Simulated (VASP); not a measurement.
# V (P6_3/mmc) in VASP: a series of runs

Runs on V. Level: LDA. Tasks: single point.

Everything below comes from runs of VASP 6.6.1. Logs are shortened: lines on timing, memory, paths and dates and some standing lists are left out, and cuts for length are marked.

## (1) The cell of the first run

The structure is hexagonal, space group P6_3/mmc (No. 194). Conventional cell: a = 2.643 Å, b = 2.643 Å, c = 9.561 Å, α = 90.00°, β = 90.00°, γ = 120.00°. Within 3.5 Å of V (site symmetry -3m) lie 12 V at 2.64 to 2.84 Å. Within 3.5 Å of V (site symmetry -6m2) lie 12 V at 2.64 to 2.84 Å.

## (2) Single point, LDA (volume scaled by 1.12)

The input, INCAR:

```
SYSTEM = V
ALGO     = Normal         ! electronic algorithm
EDIFF    = 1E-6           ! SCF threshold, eV
ENCUT    = 520            ! plane-wave cutoff, eV
GGA      = CA             ! functional
ISIF     = 2              ! what is computed and relaxed
ISMEAR   = -1             ! smearing method
LASPH    = .True.         ! aspherical terms in the spheres
LCHARG   = .True.         ! write CHGCAR
LELF     = .True.         ! ELF
LREAL    = .False.        ! projectors in reciprocal space
LVHAR    = .True.       
LWAVE    = .False.        ! write WAVECAR
NBANDS   = 34             ! bands
NELM     = 60             ! most SCF steps
PREC     = Accurate       ! precision mode
SIGMA    = 0.1            ! smearing width, eV
```

The input, KPOINTS:

```
k-points
0
Gamma
  16 16 4
  0 0 0
```

The input, POSCAR:

```
V
1.0
    2.6425897559      0.0000000000      0.0000000000
   -1.3212948780      2.2885498604      0.0000000000
    0.0000000000      0.0000000000      9.5605958866
V
4
Direct
    1.0000000000      1.0000000000      0.0000000000
    1.0000000000      0.0000000000      0.5000000000
    0.3333333333      0.6666666667      0.2500000000
    0.6666666667      0.3333333333      0.7500000000
```

Potentials or basis: VASP PAW LDA potentials, release 64 (V_sv).

The run is started by

```bash
> cat potpaw_LDA.64/V_sv/POTCAR > POTCAR
> mpirun -np 1 vasp_std > vasp.out
```

OUTCAR:

```text
SYSTEM = V
   EDIFF = 1E-6
   ENCUT = 520
   GGA = CA
   ISIF = 2
   ISMEAR = -1
   LASPH = .True.
   LREAL = .False.
   NELM = 60
   PREC = Accurate

 ion  position               nearest neighbor table
   1  0.000  0.000  0.000-   3 2.84   4 2.84   4 2.84   3 2.84   4 2.84   3 2.84
   2  0.000  0.000  0.500-   3 2.84   4 2.84   4 2.84   3 2.84   4 2.84   3 2.84
   3  0.333  0.667  0.250-   1 2.84   2 2.84   1 2.84   2 2.84   1 2.84   2 2.84
   4  0.667  0.333  0.750-   1 2.84   2 2.84   1 2.84   2 2.84   1 2.84   2 2.84

  LATTYP: Found a hexagonal cell.
 ALAT       =     2.6425897559
 C/A-ratio  =     3.6178888022

  Lattice vectors:

 A1 = (   2.6425897559,   0.0000000000,   0.0000000000)
 A2 = (  -1.3212948780,   2.2885498604,   0.0000000000)
 A3 = (   0.0000000000,   0.0000000000,   9.5605958866)

Analysis of symmetry for initial positions (statically):
=====================================================================
 Subroutine PRICEL returns:
 Original cell was already a primitive cell.

 Routine SETGRP: Setting up the symmetry group for a
 hexagonal supercell.

 Subroutine GETGRP returns: Found 24 space group operations
 (whereof 12 operations were pure point group operations)
 out of a pool of 24 trial point group operations.

The static configuration has the point symmetry D_3d.
 The point group associated with its full space group is D_6h.

Analysis of symmetry for dynamics (positions and initial velocities):
=====================================================================
 Subroutine PRICEL returns:
 Original cell was already a primitive cell.

 Routine SETGRP: Setting up the symmetry group for a
 hexagonal supercell.

 Subroutine GETGRP returns: Found 24 space group operations
 (whereof 12 operations were pure point group operations)
 out of a pool of 24 trial point group operations.

The dynamic configuration has the point symmetry D_3d.
 The point group associated with its full space group is D_6h.

 Subroutine INISYM returns: Found 24 space group operations
 (whereof 12 operations are pure point group operations),
 and found     1 'primitive' translations

----------------------------------------------------------------------------------------

                                     Primitive cell

  volume of cell :      57.8196

  direct lattice vectors                    reciprocal lattice vectors
     2.642589756  0.000000000  0.000000000     0.378416664  0.218478963  0.000000000
    -1.321294878  2.288549860  0.000000000     0.000000000  0.436957926  0.000000000
     0.000000000  0.000000000  9.560595887     0.000000000  0.000000000  0.104595991

  length of vectors
     2.642589756  2.642589756  9.560595887     0.436957926  0.436957926  0.104595991

  position of ions in fractional coordinates (direct lattice)
     0.000000000  0.000000000  0.000000000
     0.000000000  0.000000000  0.500000000
     0.333333333  0.666666667  0.250000000
     0.666666667  0.333333333  0.750000000

  ion indices of the primitive-cell ions
   primitive index   ion index
                 1           1
                 2           2
                 3           3
                 4           4

----------------------------------------------------------------------------------------

 KPOINTS: k-points

Automatic generation of k-mesh.
 Grid dimensions read from file:
 generate k-points for:   16   16    4

 Generating k-lattice:

  Cartesian coordinates                     Fractional coordinates (reciprocal lattice)
     0.023651042  0.013654935  0.000000000     0.062500000  0.000000000  0.000000000
     0.000000000  0.027309870  0.000000000     0.000000000  0.062500000  0.000000000
     0.000000000  0.000000000  0.026148998     0.000000000  0.000000000  0.250000000

  Length of vectors
     0.027309870  0.027309870  0.026148998

  Shift w.r.t. Gamma in fractional coordinates (k-lattice)
     0.000000000  0.000000000  0.000000000

 Subroutine IBZKPT returns following result:
 ===========================================

 Found     90 irreducible k-points:

 Following reciprocal coordinates:
            Coordinates               Weight
  0.000000  0.000000  0.000000      1.000000
  0.062500  0.000000  0.000000      6.000000
  0.125000  0.000000  0.000000      6.000000
  0.187500  0.000000  0.000000      6.000000
  0.250000  0.000000  0.000000      6.000000
  0.312500  0.000000  0.000000      6.000000
[... 16 lines left out ...]
  0.187500  0.187500  0.000000      6.000000
  0.250000  0.187500  0.000000     12.000000
 [... further k-points ...]
   k-points           NKPTS =     90   k-points in BZ     NKDIM =     90   number of bands    NBANDS=     34
   number of dos      NEDOS =    301   number of ions     NIONS =      4
   total plane-waves  NPLWV =  28800
   dimension x,y,z NGX =    20 NGY =   20 NGZ =   72
   dimension x,y,z NGXF=    40 NGYF=   40 NGZF=  144
   ions per type =               4
   NGX,Y,Z   is equivalent  to a cutoff of  12.58, 12.58, 12.52 a.u.
   NGXF,Y,Z  is equivalent  to a cutoff of  25.16, 25.16, 25.04 a.u.
 SYSTEM =  V
   PREC   = accura    normal or accurate (medium, high low for compatibility)
   ISTART =      0    job   : 0-new  1-cont  2-samecut
   ICHARG =      2    charge: 1-file 2-atom 10-const
   ISPIN  =      1    spin polarized calculation?
   LNONCOLLINEAR =      F non collinear calculations
   LSORBIT =      F    spin-orbit coupling
   LASPH  =      T    aspherical Exc in radial PAW
   ENCUT  =  520.0 eV  38.22 Ry    6.18 a.u.   4.91  4.91 17.78*2*pi/ulx,y,z
   NELM   =     60;   NELMIN=  2; NELMDL= -5     # of ELM steps
   EDIFF  = 0.1E-05   stopping-criterion for ELM
   LREAL  =      F    real-space projection
   EDIFFG = 0.1E-04   stopping-criterion for IOM
   NSW    =      0    number of steps for IOM
   IBRION =     -1    ionic relax: 0-MD 1-quasi-New 2-CG
   NFREE  =      0    steps in history (QN), initial steepest desc. (CG)
   ISIF   =      2    stress and relaxation
   ISYM   =      2    0-nonsym 1-usesym 2-fastsym
   POTIM  = 0.5000    time-step for ionic-motion
   TEBEG  =    0.0;   TEEND  =   0.0 temperature during run
   PSTRESS=    0.0 pullay stress
   NELECT =      52.0000    total number of electrons
   NUPDOWN=      -1.0000    fix difference up-down
   EMIN   =  10.00;   EMAX   =-10.00  energy-range for DOS
   EFERMI =   0.00;   METHOD = LEGACY
   ISMEAR =    -1;   SIGMA  =   0.10  broadening in eV -4-tet -1-fermi 0-gaus
   EFERMI_NEDOS =   21; number of points for ismear=-14 and -15
   IALGO  =     38    algorithm
   IMIX   =      4    mixing-type and parameters
     AMIX     =   0.40;   BMIX     =  1.00
     AMIX_MAG =   1.60;   BMIX_MAG =  1.00
  volume/ion in A,a.u.               =      14.45        97.55
  Fermi-wavevector in a.u.,A,eV,Ry     =   1.580220  2.986183 33.975048  2.497096
  Thomas-Fermi vector in A             =   2.680481
   LORBIT       =      0    0 simple, 1 ext, 2 COOP (PROOUT), +10 PAW based schemes
   GGA     = CA    functional components
   LHFCALC =     F    Hartree Fock is set to
   AEXX    =    0.0000 exact exchange contribution
   IVDW    =     0    specifies the selected vdW correction
   LEPSILON=     F    determine dielectric tensor
   LRPA    =     F    only Hartree local field effects (RPA)
 non-spin polarized calculation
  energy-cutoff  :      520.00
  volume of cell :       57.82
 maximum number of plane-waves:      1591
 NGX is ok and might be reduce to    20
   NGX =  9   NGY =  9   NGZ = 35

 number of electron      52.0000005 magnetization

 Free energy of the ion-electron system (eV)
  ---------------------------------------------------
  ext. energy  EPLUGINS =         0.00000000
  ---------------------------------------------------
  free energy    TOTEN  =       -38.47301666 eV

  energy without entropy =      -38.24096077  energy(sigma->0) =      -38.35698871

 E-fermi :   8.9214     XC(G=0): -12.8280

 val. band max:        8.9162844919   @ k =   0.0625   0.0625   0.0000
 cond. band min:       8.9219432696   @ k =   0.2500   0.1250   0.0000
 fundamental gap:      0.0056587777
 Fermi energy:         8.9213594183

 k-point     1 :       0.0000    0.0000    0.0000
  band No.  band energies     occupation
      1     -54.3670      2.00000
      2     -54.3341      2.00000
      3     -54.2976      2.00000
      4     -54.2643      2.00000
      5     -28.8586      2.00000
      6     -28.5870      2.00000
[... 26 lines left out ...]
     33      10.7133      0.00000
     34      10.7133      0.00000

 k-point     2 :       0.0625    0.0000    0.0000
  band No.  band energies     occupation
      1     -54.3609      2.00000
      2     -54.3287      2.00000
      3     -54.2922      2.00000
      4     -54.2596      2.00000
      5     -28.8491      2.00000
      6     -28.5843      2.00000
[... 26 lines left out ...]
     33      10.5933      0.00000
     34      10.6425      0.00000

 k-point     3 :       0.1250    0.0000    0.0000
  band No.  band energies     occupation
      1     -54.3432      2.00000
      2     -54.3133      2.00000
      3     -54.2768      2.00000
      4     -54.2465      2.00000
      5     -28.8217      2.00000
      6     -28.5783      2.00000
[... 26 lines left out ...]
     33      10.3079      0.00000
     34      10.4748      0.00000

 k-point     4 :       0.1875    0.0000    0.0000
  band No.  band energies     occupation
      1     -54.3164      2.00000
      2     -54.2901      2.00000
      3     -54.2535      2.00000
      4     -54.2269      2.00000
      5     -28.7792      2.00000
      6     -28.5788      2.00000
[... 26 lines left out ...]
     33      10.2057      0.00001
     34      10.2947      0.00000

 k-point     5 :       0.2500    0.0000    0.0000
  band No.  band energies     occupation
      1     -54.2843      2.00000
      2     -54.2626      2.00000
      3     -54.2260      2.00000
      4     -54.2040      2.00000
      5     -28.7278      2.00000
      6     -28.6205      2.00000
[... 621 lines left out ...]
 k-point    22 :       0.4375    0.1250    0.0000
  band No.  band energies     occupation
      1     -54.1892      2.00000
      2     -54.1850      2.00000
      3     -54.1483      2.00000
      4     -54.1441      2.00000
      5     -28.9162      2.00000
      6     -28.9152      2.00000
[... 26 lines left out ...]
     33      11.6261      0.00000
     34      11.7365      0.00000

 k-point    23 :       0.1875    0.1875    0.0000
  band No.  band energies     occupation
      1     -54.2438      2.00000
      2     -54.2286      2.00000
      3     -54.1919      2.00000
      4     -54.1766      2.00000
      5     -28.7161      2.00000
      6     -28.6927      2.00000
[... 26 lines left out ...]
     33      10.8986      0.00000
     34      11.5396      0.00000

 k-point    24 :       0.2500    0.1875    0.0000
  band No.  band energies     occupation
      1     -54.2171      2.00000
      2     -54.2069      2.00000
      3     -54.1702      2.00000
      4     -54.1598      2.00000
      5     -28.7860      2.00000
      6     -28.7659      2.00000
[... 26 lines left out ...]
     33      10.9234      0.00000
     34      11.6563      0.00000

 [... further k-points ...]
[... 5 lines left out ...]
  --------------------------------------------------------------------------------------
  -------------------------------------------------------------------------------------
  Total       -6.3661816     -6.3661816     -6.4646340      0.0000000      0.0000000      0.0000000
  in kB     -176.4064744   -176.4064744   -179.1345836      0.0000000      0.0000000      0.0000000
  external PRESSURE =    -177.3158441 kB  Pullay stress =       0.0000000 kB

 VOLUME and BASIS-vectors are now :
 -----------------------------------------------------------------------------
  energy-cutoff  :      520.00
  volume of cell :       57.82
      direct lattice vectors                 reciprocal lattice vectors
     2.642589756  0.000000000  0.000000000     0.378416664  0.218478963  0.000000000
    -1.321294878  2.288549860  0.000000000     0.000000000  0.436957926  0.000000000
     0.000000000  0.000000000  9.560595887     0.000000000  0.000000000  0.104595991

 POSITION                                       TOTAL-FORCE (eV/Angst)
 -----------------------------------------------------------------------------------
      0.00000      0.00000      0.00000         0.000000      0.000000     -0.000000
      0.00000      0.00000      4.78030         0.000000      0.000000     -0.000000
     -0.00000      1.52570      2.39015        -0.000000      0.000000      0.000000
      1.32129      0.76285      7.17045        -0.000000     -0.000000      0.000000
 -----------------------------------------------------------------------------------
    total drift:                                0.000000     -0.000000      0.000000

  FREE ENERGIE OF THE ION-ELECTRON SYSTEM (eV)
  ---------------------------------------------------
  free  energy   TOTEN  =       -38.4730166607 eV

  energy  without entropy=      -38.2409607656  energy(sigma->0) =      -38.35698871
```

It took 71 s on 1 thread of Intel Xeon 6975P-C (Granite Rapids), shared host; peak memory 0.23 GiB.

What came out:

```
Free energy            : -38.4730 eV
Pressure               : -17.7 GPa
Band gap on the k mesh : zero (band 26 reaches 9.46 eV, above the bottom of band 27 at 8.48 eV)
```

Stress tensor (GPa, compression positive):
```
-17.64   0.00   0.00
  0.00 -17.64   0.00
  0.00   0.00 -17.91
```

Caveat: the cell differs from its parent crystal (volume scaled by 1.12).

## (3) Single point, LDA

This run uses another cell than the first one, of 12.91 Å³/atom, 0.893 times its volume.

The input, INCAR:

```
PREC = Accurate
ENCUT = 520
EDIFF = 1E-6
ISMEAR = -1
SIGMA = 0.1
LREAL = F
LASPH = T
NELM = 100
ALGO = Normal
ISIF = 2
LWAVE = F
LCHARG = F
GGA = CA
NBANDS = 34
```

The input, KPOINTS:

```
regular mesh
0
Gamma
  19 19 5
```

The input, POSCAR:

```
V
1.0
    2.5446247065      0.0000000000      0.0000000000
   -1.2723123532      2.2037096389      0.0000000000
    0.0000000000      0.0000000000      9.2061692310
V
4
Direct
    1.0000000000      1.0000000000      0.0000000000
    1.0000000000      0.0000000000      0.5000000000
    0.3333333333      0.6666666667      0.2500000000
    0.6666666667      0.3333333333      0.7500000000
```

Potentials or basis: VASP PAW LDA potentials, release 64 (V_sv).

The run is started by

```bash
> cat potpaw_LDA.64/V_sv/POTCAR > POTCAR
> mpirun -np 1 vasp_std > vasp.out
```

OUTCAR:

```text
PREC = Accurate
   ENCUT = 520
   EDIFF = 1E-6
   ISMEAR = -1
   LREAL = F
   LASPH = T
   NELM = 100
   ISIF = 2
   GGA = CA

 ion  position               nearest neighbor table
   1  0.000  0.000  0.000-   3 2.73   4 2.73   3 2.73   4 2.73   4 2.73   3 2.73
   2  0.000  0.000  0.500-   3 2.73   4 2.73   3 2.73   4 2.73   4 2.73   3 2.73
   3  0.333  0.667  0.250-   1 2.73   2 2.73   1 2.73   2 2.73   1 2.73   2 2.73
   4  0.667  0.333  0.750-   1 2.73   2 2.73   1 2.73   2 2.73   1 2.73   2 2.73

  LATTYP: Found a hexagonal cell.
 ALAT       =     2.5446247065
 C/A-ratio  =     3.6178888020

  Lattice vectors:

 A1 = (   2.5446247065,   0.0000000000,   0.0000000000)
 A2 = (  -1.2723123532,   2.2037096389,   0.0000000000)
 A3 = (   0.0000000000,   0.0000000000,   9.2061692310)

Analysis of symmetry for initial positions (statically):
=====================================================================
 Subroutine PRICEL returns:
 Original cell was already a primitive cell.

 Routine SETGRP: Setting up the symmetry group for a
 hexagonal supercell.

 Subroutine GETGRP returns: Found 24 space group operations
[... 166 lines left out ...]
  ---------------------------------------------------
  free energy    TOTEN  =       -38.83650637 eV

  energy without entropy =      -38.63463745  energy(sigma->0) =      -38.73557191

 E-fermi :  10.3681     XC(G=0): -13.4485

 val. band max:       10.3629395712   @ k =   0.2105   0.2105   0.4000
 cond. band min:      10.3706041573   @ k =   0.2105   0.1579   0.2000
 fundamental gap:      0.0076645861
 Fermi energy:        10.3681078554

 k-point     1 :       0.0000    0.0000    0.0000
  band No.  band energies     occupation
      1     -52.8404      2.00000
      2     -52.7810      2.00000
      3     -52.7420      2.00000
      4     -52.6816      2.00000
      5     -27.4396      2.00000
      6     -27.0420      2.00000
[... 877 lines left out ...]
     33      13.1292      0.00000
     34      13.5073      0.00000

 [... further k-points ...]
[... 5 lines left out ...]
  --------------------------------------------------------------------------------------
  -------------------------------------------------------------------------------------
  Total        0.1678907      0.1678907      0.1380941      0.0000000      0.0000000      0.0000000
  in kB        5.2105080      5.2105080      4.2857683      0.0000000      0.0000000      0.0000000
  external PRESSURE =       4.9022614 kB  Pullay stress =       0.0000000 kB

 VOLUME and BASIS-vectors are now :
 -----------------------------------------------------------------------------
  energy-cutoff  :      520.00
  volume of cell :       51.62
      direct lattice vectors                 reciprocal lattice vectors
     2.544624707  0.000000000  0.000000000     0.392985259  0.226890145  0.000000000
    -1.272312353  2.203709639  0.000000000     0.000000000  0.453780290  0.000000000
     0.000000000  0.000000000  9.206169231     0.000000000  0.000000000  0.108622813

 POSITION                                       TOTAL-FORCE (eV/Angst)
 -----------------------------------------------------------------------------------
      0.00000      0.00000      0.00000         0.000000      0.000000     -0.000000
      0.00000      0.00000      4.60308         0.000000      0.000000     -0.000000
     -0.00000      1.46914      2.30154        -0.000000      0.000000     -0.000000
      1.27231      0.73457      6.90463         0.000000     -0.000000      0.000000
 -----------------------------------------------------------------------------------
    total drift:                                0.000000     -0.000000      0.000000

  FREE ENERGIE OF THE ION-ELECTRON SYSTEM (eV)
  ---------------------------------------------------
  free  energy   TOTEN  =       -38.8365063735 eV

  energy  without entropy=      -38.6346374451  energy(sigma->0) =      -38.73557191
```

stdout:

```text
POSCAR found type information on POSCAR V
 POSCAR found :  1 types and       4 ions
 scaLAPACK will be used
 LDA part: xc-table for (Slater(with rela. corr.)+CA(PZ))
 , standard interpolation
 POSCAR, INCAR and KPOINTS ok, starting setup
 FFT: planning ... GRIDC
 FFT: planning ... GRID_SOFT
 FFT: planning ... GRID
 WAVECAR not read
 entering main loop
```

It took 96 s on 1 thread of Intel Xeon 6975P-C (Granite Rapids), shared host; peak memory 0.25 GiB.

Results:

| Item | Value |
| --- | --- |
| Free energy | -38.8365 eV |
| Pressure | 0.5 GPa |
| Band gap on the k mesh | zero (band 26 reaches 11.06 eV, above the bottom of band 27 at 9.88 eV) |

Levels at points of the mesh, in eV from the Fermi level:
```csv
k point,band 24,band 25,band 26,band 27,band 28,band 29
"(0.00, 0.00, 0.00)",0.06,0.26,0.26,0.34,0.34,0.51
```
